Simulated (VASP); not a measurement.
# Cu3Pt (P4/mmm) in VASP: further runs

Cu3Pt is run at these levels: LDA; tasks: single point.

Everything below comes from runs of VASP 6.6.1. Logs are shortened: lines on timing, memory, paths and dates and some standing lists are left out, and cuts for length are marked.

### 1 The cell of the first run

The structure is tetragonal, space group P4/mmm (No. 123). Conventional cell: a = 3.710 Å, b = 3.710 Å, c = 3.636 Å, α = 90.00°, β = 90.00°, γ = 90.00°. Within 3.4 Å of Cu (site symmetry mmm) lie 8 Cu at 2.60 to 2.62 Å and 4 Pt at 2.60 Å. Within 3.4 Å of Cu (site symmetry 4/mmm) lie 8 Cu at 2.60 Å and 4 Pt at 2.62 Å. Within 3.4 Å of Pt (site symmetry 4/mmm) lie 12 Cu at 2.60 to 2.62 Å.

### 2 Single point, LDA (zz strain of -2 %)

Contents of INCAR:

```
SYSTEM = Cu3Pt
  PREC = Accurate
  ENCUT = 520
  EDIFF = 1E-6
  ISMEAR = -1
  SIGMA = 0.05
  LREAL = .FALSE.
  LASPH = .TRUE.
  NELM = 100
  ALGO = Normal
  ISIF = 2
  LWAVE = .FALSE.
  LCHARG = .FALSE.
  NBANDS = 30
```

Contents of KPOINTS:

```
Automatic mesh
0
G
  9 9 9
  0 0 0
```

Contents of POSCAR:

```
Cu3Pt
1.0
    3.7100000000      0.0000000000      0.0000000000
    0.0000000000      3.7100000000      0.0000000000
    0.0000000000      0.0000000000      3.6358000000
Cu Pt
3 1
Direct
    0.0000000000      0.5000000000      0.5000000000
    0.5000000000      0.0000000000      0.5000000000
    0.5000000000      0.5000000000      0.0000000000
    0.0000000000      0.0000000000      0.0000000000
```

Potentials or basis: VASP PAW LDA potentials, release 64 (Cu, Pt).

The run is started by

```sh
> cat potpaw_LDA.64/Cu/POTCAR potpaw_LDA.64/Pt/POTCAR > POTCAR
> mpirun -np 1 vasp_std > vasp.out
```

OUTCAR:

```text
SYSTEM = Cu3Pt
   PREC = Accurate
   ENCUT = 520
   EDIFF = 1E-6
   ISMEAR = -1
   LREAL = .FALSE.
   LASPH = .TRUE.
   NELM = 100
   ISIF = 2

 ion  position               nearest neighbor table
   1  0.000  0.500  0.500-   3 2.60   4 2.60   3 2.60   4 2.60   4 2.60   4 2.60   3 2.60   3 2.60
                             2 2.62   2 2.62   2 2.62   2 2.62
   2  0.500  0.000  0.500-   3 2.60   4 2.60   3 2.60   4 2.60   3 2.60   3 2.60   4 2.60   4 2.60
                             1 2.62   1 2.62   1 2.62   1 2.62
   3  0.500  0.500  0.000-   1 2.60   2 2.60   1 2.60   2 2.60   2 2.60   2 2.60   1 2.60   1 2.60
                             4 2.62   4 2.62   4 2.62   4 2.62
   4  0.000  0.000  0.000-   1 2.60   2 2.60   1 2.60   2 2.60   1 2.60   1 2.60   2 2.60   2 2.60
                             3 2.62   3 2.62   3 2.62   3 2.62

  LATTYP: Found a simple tetragonal cell.
 ALAT       =     3.7100000000
 C/A-ratio  =     0.9800000000

  Lattice vectors:

 A1 = (   3.7100000000,   0.0000000000,   0.0000000000)
 A2 = (   0.0000000000,   3.7100000000,   0.0000000000)
 A3 = (   0.0000000000,   0.0000000000,   3.6358000000)

Analysis of symmetry for initial positions (statically):
=====================================================================
 Subroutine PRICEL returns:
 Original cell was already a primitive cell.

 Routine SETGRP: Setting up the symmetry group for a
 simple tetragonal supercell.

 Subroutine GETGRP returns: Found 16 space group operations
 (whereof 16 operations were pure point group operations)
 out of a pool of 16 trial point group operations.

The static configuration has the point symmetry D_4h.

Analysis of symmetry for dynamics (positions and initial velocities):
=====================================================================
 Subroutine PRICEL returns:
 Original cell was already a primitive cell.

 Routine SETGRP: Setting up the symmetry group for a
 simple tetragonal supercell.

 Subroutine GETGRP returns: Found 16 space group operations
 (whereof 16 operations were pure point group operations)
 out of a pool of 16 trial point group operations.

The dynamic configuration has the point symmetry D_4h.

 Subroutine INISYM returns: Found 16 space group operations
 (whereof 16 operations are pure point group operations),
 and found     1 'primitive' translations

----------------------------------------------------------------------------------------

                                     Primitive cell

  volume of cell :      50.0435
[... 93 lines left out ...]
   EDIFF  = 0.1E-05   stopping-criterion for ELM
   LREAL  =      F    real-space projection
   EDIFFG = 0.1E-04   stopping-criterion for IOM
   NSW    =      0    number of steps for IOM
   IBRION =     -1    ionic relax: 0-MD 1-quasi-New 2-CG
   NFREE  =      0    steps in history (QN), initial steepest desc. (CG)
   ISIF   =      2    stress and relaxation
   ISYM   =      2    0-nonsym 1-usesym 2-fastsym
   POTIM  = 0.5000    time-step for ionic-motion
   TEBEG  =    0.0;   TEEND  =   0.0 temperature during run
   PSTRESS=    0.0 pullay stress
   NELECT =      43.0000    total number of electrons
   NUPDOWN=      -1.0000    fix difference up-down
   EMIN   =  10.00;   EMAX   =-10.00  energy-range for DOS
   EFERMI =   0.00;   METHOD = LEGACY
   ISMEAR =    -1;   SIGMA  =   0.05  broadening in eV -4-tet -1-fermi 0-gaus
   EFERMI_NEDOS =   21; number of points for ismear=-14 and -15
   IALGO  =     38    algorithm
   IMIX   =      4    mixing-type and parameters
     AMIX     =   0.40;   BMIX     =  1.00
     AMIX_MAG =   1.60;   BMIX_MAG =  1.00
  volume/ion in A,a.u.               =      12.51        84.43
  Fermi-wavevector in a.u.,A,eV,Ry     =   1.556378  2.941128 32.957557  2.422312
  Thomas-Fermi vector in A             =   2.660182
   LORBIT       =      0    0 simple, 1 ext, 2 COOP (PROOUT), +10 PAW based schemes
   GGA     = CA    functional components
   LHFCALC =     F    Hartree Fock is set to
   AEXX    =    0.0000 exact exchange contribution
   IVDW    =     0    specifies the selected vdW correction
   LEPSILON=     F    determine dielectric tensor
   LRPA    =     F    only Hartree local field effects (RPA)
 non-spin polarized calculation
  energy-cutoff  :      520.00
  volume of cell :       50.04
 maximum number of plane-waves:      1366
 NGX is ok and might be reduce to    28
   NGX = 13   NGY = 13   NGZ = 13

 number of electron      43.0000075 magnetization

 Free energy of the ion-electron system (eV)
  ---------------------------------------------------
  ext. energy  EPLUGINS =         0.00000000
  ---------------------------------------------------
  free energy    TOTEN  =       -22.09543632 eV

  energy without entropy =      -22.08117771  energy(sigma->0) =      -22.08830701

 E-fermi :   8.2612     XC(G=0): -13.3186

 val. band max:        8.2607321376   @ k =   0.4444   0.4444   0.2222
 cond. band min:       8.2734416776   @ k =   0.4444   0.0000   0.4444
 fundamental gap:      0.0127095400
 Fermi energy:         8.2612192084

 k-point     1 :       0.0000    0.0000    0.0000
  band No.  band energies     occupation
      1      -1.0916      2.00000
      2       2.6941      2.00000
      3       2.6977      2.00000
      4       3.5572      2.00000
      5       3.5642      2.00000
      6       3.5642      2.00000
[... 781 lines left out ...]
     29      19.9122      0.00000
     30      20.7112      0.00000

 [... further k-points ...]

------------------------ aborting loop because EDIFF is reached ----------------------------------------

  FORCE on cell =-STRESS in cart. coord.  units (eV):
  Direction    XX          YY          ZZ          XY          YZ          ZX
  --------------------------------------------------------------------------------------
  -------------------------------------------------------------------------------------
  Total       -2.5679070     -2.5679070     -2.2068814      0.0000000      0.0000000      0.0000000
  in kB      -82.2132973    -82.2132973    -70.6548155      0.0000000      0.0000000      0.0000000
  external PRESSURE =     -78.3604700 kB  Pullay stress =       0.0000000 kB

 VOLUME and BASIS-vectors are now :
 -----------------------------------------------------------------------------
  energy-cutoff  :      520.00
  volume of cell :       50.04
      direct lattice vectors                 reciprocal lattice vectors
     3.710000000  0.000000000  0.000000000     0.269541779  0.000000000  0.000000000
     0.000000000  3.710000000  0.000000000     0.000000000  0.269541779  0.000000000
     0.000000000  0.000000000  3.635800000     0.000000000  0.000000000  0.275042632

 POSITION                                       TOTAL-FORCE (eV/Angst)
 -----------------------------------------------------------------------------------
      0.00000      1.85500      1.81790         0.000000      0.000000      0.000000
      1.85500      0.00000      1.81790         0.000000      0.000000      0.000000
      1.85500      1.85500      0.00000         0.000000      0.000000      0.000000
      0.00000      0.00000      0.00000         0.000000      0.000000      0.000000
 -----------------------------------------------------------------------------------
    total drift:                                0.000000      0.000000      0.000000

  FREE ENERGIE OF THE ION-ELECTRON SYSTEM (eV)
  ---------------------------------------------------
  free  energy   TOTEN  =       -22.0954363162 eV

  energy  without entropy=      -22.0811777085  energy(sigma->0) =      -22.08830701
```

Run time: 2.3 min. Hardware: 1 thread of Intel Xeon 8259CL, shared host; peak memory 0.22 GiB.

What came out:

| Quantity | Value |
| --- | --- |
| Free energy | -22.0954 eV |
| Pressure | -7.8 GPa |
| Band gap on the k mesh | zero (an odd number of electrons rules out a gap without spin polarisation) |

Stress tensor (GPa, compression positive):
```
-8.22  0.00  0.00
 0.00 -8.22  0.00
 0.00  0.00 -7.07
```

Levels at points of the mesh, in eV from the Fermi level:
| k point | band 19 | band 20 | band 21 | band 22 | band 23 | band 24 |
| --- | --- | --- | --- | --- | --- | --- |
| (0.00, 0.00, 0.00) | -0.18 | -0.08 | -0.08 | 1.74 | 1.74 | 2.15 |

Caveat: the cell differs from its parent crystal (zz strain of -2 %); the cell stands under tension; spin-orbit coupling is left out, which moves the levels of the heavy elements.

### 3 Single point, LDA (zz strain of +2 %)

Contents of INCAR:

```
SYSTEM = Cu3Pt
PREC = Accurate
ENCUT = 520
EDIFF = 1E-6
ISMEAR = -1
SIGMA = 0.05
LREAL = .FALSE.
LASPH = .TRUE.
NELM = 80
ALGO = Normal
ISIF = 2
LWAVE = .FALSE.
LCHARG = .TRUE.
GGA = CA
LELF = .TRUE.
LVHAR = .TRUE.
NBANDS = 30
```

KPOINTS is that of step 2.

POSCAR: that of step 2 with these lines changed.

```diff
@@ -4,3 +4,3 @@
     0.0000000000      3.7100000000      0.0000000000
-    0.0000000000      0.0000000000      3.6358000000
+    0.0000000000      0.0000000000      3.7842000000
 Cu Pt
```

Potentials or basis: VASP PAW LDA potentials, release 64 (Cu, Pt).

The run is started by

```sh
> cat potpaw_LDA.64/Cu/POTCAR potpaw_LDA.64/Pt/POTCAR > POTCAR
> mpirun -np 1 vasp_std > vasp.out
```

Wall time 2.1 min (1 thread of Intel Xeon 8259CL, shared host); peak memory 0.22 GiB.

It converged, with:

```yaml
Free_energy: -21.9534 eV
Pressure: -14.2 GPa
Band_gap_on_the_k_mesh: zero (an odd number of electrons rules out a gap without spin polarisation)
```

Stress tensor (GPa, compression positive):
```
-13.79   0.00   0.00
  0.00 -13.79   0.00
  0.00   0.00 -15.01
```

Levels at points of the mesh, in eV from the Fermi level:
```tsv
k point	band 17	band 18	band 19	band 20	band 21	band 22	band 23	band 24	band 25	band 26
(0.00, 0.00, 0.00)	-0.69	-0.65	-0.17	-0.17	-0.07	1.66	2.04	2.04	6.98	8.53
```

Caveat: the cell differs from its parent crystal (zz strain of +2 %); the cell stands under tension; spin-orbit coupling is left out, which moves the levels of the heavy elements.
